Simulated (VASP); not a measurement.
**BaF2: single point with PBE0**

BaF2:

```
Ba F
1.0
     0.00000    3.10005    3.10005
     3.10005    0.00000    3.10005
     3.10005    3.10005    0.00000
Ba F
1 2
Direct
  0.00000 0.00000 0.00000
  0.25000 0.25000 0.25000
  0.75000 0.75000 0.75000
```

```json
{"Program": "VASP 6.6.1", "Task": "single point", "Functional": "PBE0", "Potentials or basis": "VASP PAW PBE potentials, release 64 (Ba_sv, F)", "Cutoff": "520 eV", "k mesh": "4 × 4 × 4", "Occupations": "gaussian, width 0.05 eV", "Spin": "no spin polarisation", "Dipole correction": "no", "Grid for exact exchange (PRECFOCK)": "Normal", "Further INCAR settings": "ALGO = Normal; EDIFF = 1e-06; NBANDS = 19", "Share of exact exchange": "0.25"}
```

- Pressure: 1.1 GPa
- Band gap on the k mesh: 9.46 eV (least direct gap 9.56 eV)

Levels at points of the mesh, in eV from the valence-band top:
| k point | band 10 | band 11 | band 12 | band 13 | band 14 | band 15 |
| --- | --- | --- | --- | --- | --- | --- |
| (0.00, 0.00, 0.00) | -0.09 | -0.09 | -0.09 | 9.46 | 12.09 | 12.09 |
| (0.50, 0.00, 0.00) | -0.35 | -0.17 | -0.17 | 12.01 | 12.07 | 12.07 |
| (0.50, 0.50, 0.00) | -0.31 | -0.31 | -0.17 | 9.96 | 11.92 | 13.67 |

Wall time 21 min on 1 thread of Intel(R) Xeon(R) Platinum 8259CL CPU @ 2.50GHz (Skylake/Cascade Lake), on a shared host, peak memory 0.22 GiB.

Caveat: the k points lie up to 0.44 Å⁻¹ apart; the PAW data sets were made with another functional, which shifts forces and pressure a little; spin-orbit coupling is left out, which moves the levels of the heavy elements. A k mesh can miss the band edges.
